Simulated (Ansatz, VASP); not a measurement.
**HgSe2 in VASP and in Ansatz**

Contents of INCAR:

```
SYSTEM = HgSe2
  PREC = Accurate
  ENCUT = 500
  EDIFF = 1E-7
  ISMEAR = 0
  SIGMA = 0.1
  LREAL = .False.
  LASPH = .True.
  NELM = 120
  ALGO = Normal
  ISIF = 3
  LWAVE = .False.
  LCHARG = .False.
  GGA = PE
  IVDW = 12
  IBRION = 2
  NSW = 100
  EDIFFG = -0.01
  GGA_COMPAT = .False.
  NELMIN = 4
```

Contents of KPOINTS:

```
Automatic mesh
0
Gamma
  10 10 4
  0 0 0
```

POSCAR

```
HgSe2
1.0
    4.0691198702      0.0000000000      0.0000000000
    0.0000000000      4.0691198702      0.0000000000
    0.0000000000      0.0000000000      9.8329154180
Hg Se
2 4
Direct
    0.5000000000      0.5000000000      0.5000000000
    0.0000000000      0.0000000000      0.5000000000
    0.0000000000      0.5000000000      0.0164813166
    0.5000000000      0.0000000000      0.9835186834
    0.5000000000      0.0000000000      0.7485612429
    0.0000000000      0.5000000000      0.2514387571
```

Input for Ansatz:

```yaml
crystal:
  lattice:
    - [4.0691198702, 0.0, 0.0]
    - [0.0, 4.0691198702, 0.0]
    - [0.0, 0.0, 9.832915418]
  atoms:
    - { symbol: Hg, position: [0.5, 0.5, 0.5] }
    - { symbol: Hg, position: [0.0, 0.0, 0.5] }
    - { symbol: Se, position: [0.0, 0.5, 0.0164813166] }
    - { symbol: Se, position: [0.5, 0.0, 0.9835186834] }
    - { symbol: Se, position: [0.5, 0.0, 0.7485612429] }
    - { symbol: Se, position: [0.0, 0.5, 0.2514387571] }
basis:
  ecutwfc: 420
kpoints:
  mp_grid: { grid: [10, 10, 4] }
hamiltonian:
  xc: pbe
  dispersion: d3bj
scf:
  occupations: { method: gaussian, width: 0.1 }
output:
  forces: true
  stress: true
  eigenvalues: true
  write_density: true
  write_potential: true
  elf: true
  volumetric_format: npy
relax:
  adjacent_minimum: "off"
  f_tol: 0.01
  max_steps: 80
  cell: { stress_tol: 0.05 }
```

Alike in both runs: task relaxation of cell and atoms; functional PBE; dispersion D3(BJ); k mesh 10 × 10 × 4; occupations gaussian, width 0.1 eV; no spin polarisation.

|  | VASP | Ansatz |
| --- | --- | --- |
| version | VASP 6.6.1 | Ansatz 0.2.0 |
| potentials or method | VASP PAW PBE potentials, release 64 (Hg, Se), cutoff 500 eV | scalar-relativistic, plane waves, PAW |
| valence electrons in the cell | 48 | 104 |

|  | VASP | Ansatz | Ansatz less VASP |
| --- | --- | --- | --- |
| gap on the k mesh at the Fermi level, each at its own relaxed structure (eV) | none | none | - |
| relaxed volume (Å³/atom) | 27.44 | 27.26 | -0.186 |
| relaxed cell length with the largest relative difference (Å) | 9.807 | 9.784 | -0.0228 |

A gap of «none» marks a metal or a gap that the smearing closes. VASP's potentials hold 48 valence electrons a cell and Ansatz's 104, so a difference there can come from the potentials and not from the codes.

Neither program's run includes spin-orbit coupling.
